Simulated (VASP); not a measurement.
# CeO2 (Fm-3m) in VASP: further runs, part 2 of 2

VASP 6.6.1. The steps go on from the part before.

## 3. Single point, r2SCAN

This run uses another cell than the first one, of 13.40 Å³/atom.

File POSCAR:

```
CeO2
1.0
    0.0000000000      2.7186496227      2.7186496227
    2.7186496227      0.0000000000      2.7186496227
    2.7186496227      2.7186496227      0.0000000000
Ce O
1 2
Direct
    0.0000000000      0.0000000000      0.0000000000
    0.2500000000      0.2500000000      0.2500000000
    0.7500000000      0.7500000000      0.7500000000
```

File INCAR.step1:

```
SYSTEM = CeO2
ALGO = Normal
EDIFF = 1E-5
ENCUT = 800
GGA = PE
GGA_COMPAT = .False.
ISMEAR = -1
LASPH = .True.
LCHARG = .False.
LMAXMIX = 6
LREAL = .False.
LWAVE = .True.
NBANDS = 19
NELM = 200
PREC = Accurate
SIGMA = 0.02
```

File INCAR.step2:

```
SYSTEM = CeO2
ALGO = Normal
EDIFF = 1E-6
ENCUT = 800
GGA_COMPAT = .False.
ISIF = 2
ISMEAR = -1
ISTART = 1
LASPH = .True.
LCHARG = .False.
LMAXMIX = 6
LMIXTAU = .True.
LREAL = .False.
LWAVE = .False.
METAGGA = R2SCAN
NBANDS = 19
NELM = 200
PREC = Accurate
SIGMA = 0.02
```

File KPOINTS:

```
k-points
0
Gamma
  8 8 8
  0 0 0
```

Potentials or basis: VASP PAW PBE potentials, release 64 (Ce, O).

Command:

```bash
cat potpaw_PBE.64/Ce/POTCAR potpaw_PBE.64/O/POTCAR > POTCAR
cp INCAR.step1 INCAR
mpirun -np 1 vasp_std > vasp.out
cp INCAR.step2 INCAR
mpirun -np 1 vasp_std > vasp.out
```

Wall time 83 s (1 thread of Intel Xeon 6975P-C (Granite Rapids), shared host); peak memory 0.25 GiB.

It converged, with:

| Quantity | Value |
| --- | --- |
| Free energy | -54.0456 eV |
| Pressure | 0.0 GPa |
| Band gap on the k mesh | 2.16 eV (least direct gap 2.29 eV) |

Levels at points of the mesh, in eV from the valence-band top:
```
           k point  band 9  band 10  band 11  band 12  band 13  band 14  band 15  band 16
(0.00, 0.00, 0.00)   -3.87    -0.60    -0.60    -0.60     2.57     2.57     2.57     2.72
(0.50, 0.00, 0.00)   -1.31    -1.20    -0.79    -0.79     2.16     2.39     2.39     2.58
(0.50, 0.50, 0.00)   -1.22    -0.80    -0.80    -0.61     2.30     2.31     2.31     2.46
```

Caveat: the PAW data sets were made with another functional, which shifts forces and pressure a little; spin-orbit coupling is left out, which moves the levels of the heavy elements. Spin polarisation is off, so any magnetic state and its effect on volume and gap are missing.

## 4. Single point, r2SCAN

This run uses another cell than the first one, of 13.40 Å³/atom.

POSCAR is that of step 3.

File INCAR.step1:

```
SYSTEM = CeO2
  PREC = Accurate
  ENCUT = 800
  ISMEAR = 0
  SIGMA = 0.01
  LREAL = .FALSE.
  LASPH = .TRUE.
  NELM = 200
  NBANDS = 19
  GGA = PE
  ALGO = Normal
  EDIFF = 1E-5
  LWAVE = .TRUE.
  LCHARG = .FALSE.
  GGA_COMPAT = .FALSE.
  LMAXMIX = 6
```

File INCAR.step2:

```
SYSTEM = CeO2
  PREC = Accurate
  ENCUT = 800
  EDIFF = 1E-6
  ISMEAR = 0
  SIGMA = 0.01
  LREAL = .FALSE.
  LASPH = .TRUE.
  NELM = 200
  ALGO = Normal
  ISIF = 2
  LWAVE = .FALSE.
  LCHARG = .FALSE.
  METAGGA = R2SCAN
  LMIXTAU = .TRUE.
  NBANDS = 19
  ISTART = 1
  GGA_COMPAT = .FALSE.
  LMAXMIX = 6
```

File KPOINTS:

```
regular mesh
0
G
  8 8 8
  0 0 0
```

Potentials or basis: VASP PAW PBE potentials, release 64 (Ce, O).

Command:

```bash
cat potpaw_PBE.64/Ce/POTCAR potpaw_PBE.64/O/POTCAR > POTCAR
cp INCAR.step1 INCAR
mpirun -np 1 vasp_std > vasp.out
cp INCAR.step2 INCAR
mpirun -np 1 vasp_std > vasp.out
```

OUTCAR:

```text
SYSTEM = CeO2
   PREC = Accurate
   ENCUT = 800
   EDIFF = 1E-6
   ISMEAR = 0
   LREAL = .FALSE.
   LASPH = .TRUE.
   NELM = 200
   ISIF = 2
   METAGGA = R2SCAN
   ISTART = 1

 ion  position               nearest neighbor table
   1  0.000  0.000  0.000-   2 2.35   3 2.35   3 2.35   3 2.35   3 2.35   2 2.35   2 2.35   2 2.35

   2  0.250  0.250  0.250-   1 2.35   1 2.35   1 2.35   1 2.35
   3  0.750  0.750  0.750-   1 2.35   1 2.35   1 2.35   1 2.35

  LATTYP: Found a face centered cubic cell.
 ALAT       =     5.4372992454
[... 721 lines left out ...]

  FORCE on cell =-STRESS in cart. coord.  units (eV):
  Direction    XX          YY          ZZ          XY          YZ          ZX
  --------------------------------------------------------------------------------------
  -------------------------------------------------------------------------------------
  Total       -0.0114042     -0.0114042     -0.0114042     -0.0000000      0.0000000      0.0000000
  in kB       -0.4546582     -0.4546582     -0.4546582     -0.0000000      0.0000000      0.0000000
  external PRESSURE =      -0.4546582 kB  Pullay stress =       0.0000000 kB

 VOLUME and BASIS-vectors are now :
 -----------------------------------------------------------------------------
  energy-cutoff  :      800.00
  volume of cell :       40.19
      direct lattice vectors                 reciprocal lattice vectors
     0.000000000  2.718649623  2.718649623    -0.183914836  0.183914836  0.183914836
     2.718649623  0.000000000  2.718649623     0.183914836 -0.183914836  0.183914836
     2.718649623  2.718649623  0.000000000     0.183914836  0.183914836 -0.183914836

 POSITION                                       TOTAL-FORCE (eV/Angst)
 -----------------------------------------------------------------------------------
      0.00000      0.00000      0.00000         0.000000     -0.000000      0.000000
      1.35932      1.35932      1.35932         0.000000      0.000000      0.000000
      4.07797      4.07797      4.07797        -0.000000     -0.000000     -0.000000
 -----------------------------------------------------------------------------------
    total drift:                                0.000000      0.000000      0.000000

  FREE ENERGIE OF THE ION-ELECTRON SYSTEM (eV)
  ---------------------------------------------------
  free  energy   TOTEN  =       -54.0456240965 eV

  energy  without entropy=      -54.0456240965  energy(sigma->0) =      -54.04562410
```

OSZICAR.step1:

```text
N       E                     dE             d eps       ncg     rms          rms(c)
DAV:   1     0.269247267867E+03    0.26925E+03   -0.14846E+04  1110   0.233E+03
DAV:   2     0.254791147909E+02   -0.24377E+03   -0.21245E+03  1245   0.337E+02
DAV:   3    -0.297178444804E+02   -0.55197E+02   -0.50696E+02  1505   0.164E+02
DAV:   4    -0.316641074829E+02   -0.19463E+01   -0.19438E+01  1273   0.331E+01
[... 10 lines left out ...]
DAV:  15    -0.262338181842E+02    0.28296E-02   -0.28250E-03  1270   0.822E-01    0.398E-01
DAV:  16    -0.262332083357E+02    0.60985E-03   -0.12439E-03  1635   0.445E-01    0.145E-01
DAV:  17    -0.262331958474E+02    0.12488E-04   -0.97145E-05  1491   0.702E-02    0.103E-01
DAV:  18    -0.262331833834E+02    0.12464E-04   -0.15334E-05   961   0.590E-02    0.127E-02
DAV:  19    -0.262331847066E+02   -0.13231E-05   -0.29299E-06   551   0.177E-02
   1 F= -.26233185E+02 E0= -.26233185E+02  d E =-.104387E-81
```

It took 87 s on 1 thread of Intel Xeon 6975P-C (Granite Rapids), shared host; peak memory 0.25 GiB.

What came out:

```
Free energy            : -54.0456 eV
Pressure               : 0.0 GPa
Band gap on the k mesh : 2.16 eV (least direct gap 2.29 eV)
```

Levels at points of the mesh, in eV from the valence-band top:
```
           k point  band 9  band 10  band 11  band 12  band 13  band 14  band 15  band 16
(0.00, 0.00, 0.00)   -3.87    -0.60    -0.60    -0.60     2.57     2.57     2.57     2.72
(0.50, 0.00, 0.00)   -1.31    -1.20    -0.79    -0.79     2.16     2.39     2.39     2.58
(0.50, 0.50, 0.00)   -1.22    -0.80    -0.80    -0.61     2.30     2.31     2.31     2.46
```

Caveat: the PAW data sets were made with another functional, which shifts forces and pressure a little; spin-orbit coupling is left out, which moves the levels of the heavy elements. Spin polarisation is off, so any magnetic state and its effect on volume and gap are missing.

## 5. The runs side by side

```tsv
task	level	potentials or basis	cell	cutoff (eV)	smearing	gap on the mesh (eV)	pressure (GPa)
relaxation of cell and atoms	LDA	VASP PAW LDA potentials, release 64 (Ce, O)	relaxed from a = 3.864 Å, angles 60.0°, 3 atoms	600	fermi-dirac 0.02 eV	1.95	0.0
single point	r2SCAN	VASP PAW PBE potentials, release 64 (Ce, O)	a = 3.845 Å, angles 60.0°, 3 atoms	800	fermi-dirac 0.02 eV	2.16	0.0
single point	r2SCAN	VASP PAW PBE potentials, release 64 (Ce, O)	a = 3.845 Å, angles 60.0°, 3 atoms	800	gaussian 0.01 eV	2.16	0.0
```

Alike in all rows: no spin polarisation; k mesh 8 × 8 × 8.

Caveats: spin-orbit coupling is left out, which moves the levels of the heavy elements; the PAW data sets were made with another functional, which shifts forces and pressure a little (at least some runs).

Absolute energies hang on the potentials; compare differences alone.
